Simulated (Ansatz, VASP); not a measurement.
## MgS: VASP beside Ansatz

File INCAR:

```
SYSTEM = MgS
  ALGO = Normal
  EDIFF = 1E-6
  ENCUT = 520
  GGA = PE
  ISIF = 2
  ISMEAR = 0
  LASPH = .True.
  LCHARG = .True.
  LELF = .True.
  LREAL = .False.
  LVHAR = .True.
  LWAVE = .False.
  NBANDS = 11
  NELM = 80
  PREC = Accurate
  SIGMA = 0.05
```

Contents of KPOINTS:

```
k-points
0
Gamma
  8 8 8
  0 0 0
```

File POSCAR:

```
MgS
1.0
    0.0000000000      2.7317325000      2.6666912500
    2.7317325000      0.0000000000      2.6666912500
    2.7317325000      2.7317325000      0.0000000000
Mg S
1 1
Direct
    0.0000000000      0.0000000000      0.0000000000
    0.5000000000      0.5000000000      0.5000000000
```

Input for Ansatz:

```yaml
crystal:
  lattice:
    - [0.0, 2.7317325, 2.66669125]
    - [2.7317325, 0.0, 2.66669125]
    - [2.7317325, 2.7317325, 0.0]
  atoms:
    - { symbol: Mg, position: [0.0, 0.0, 0.0] }
    - { symbol: S, position: [0.5, 0.5, 0.5] }
basis:
  ecutwfc: 420
kpoints:
  mp_grid: { grid: [8, 8, 8] }
hamiltonian:
  xc: pbe
scf:
  occupations: { method: gaussian, width: 0.05 }
output:
  forces: true
  stress: true
  eigenvalues: true
```

Change from the starting cell: strain +0.050 along x and y, +0.025 along z, atoms carried along.

Alike in both runs: task single point; functional PBE; k mesh 8 × 8 × 8; occupations gaussian, width 0.05 eV; no spin polarisation.

```csv
,VASP,Ansatz
version,VASP 6.6.1,Ansatz 0.2.0
potentials or method,"VASP PAW PBE potentials, release 64 (Mg, S), cutoff 520 eV","scalar-relativistic, plane waves, PAW"
valence electrons in the cell,8,16
```

|  | VASP | Ansatz | Ansatz less VASP |
| --- | --- | --- | --- |
| gap on the k mesh at the Fermi level (eV) | 2.41 | 2.43 | +0.020 |
| least direct gap on the mesh (eV) | 2.78 | 2.80 | +0.015 |
| pressure (GPa) | -6.5 | -6.3 | +0.25 |
| traceless stress, the component that is largest in VASP (GPa) | 0.78 | 0.79 | +0.012 |

VASP's potentials hold 8 valence electrons a cell and Ansatz's 16, so a difference there can come from the potentials and not from the codes.
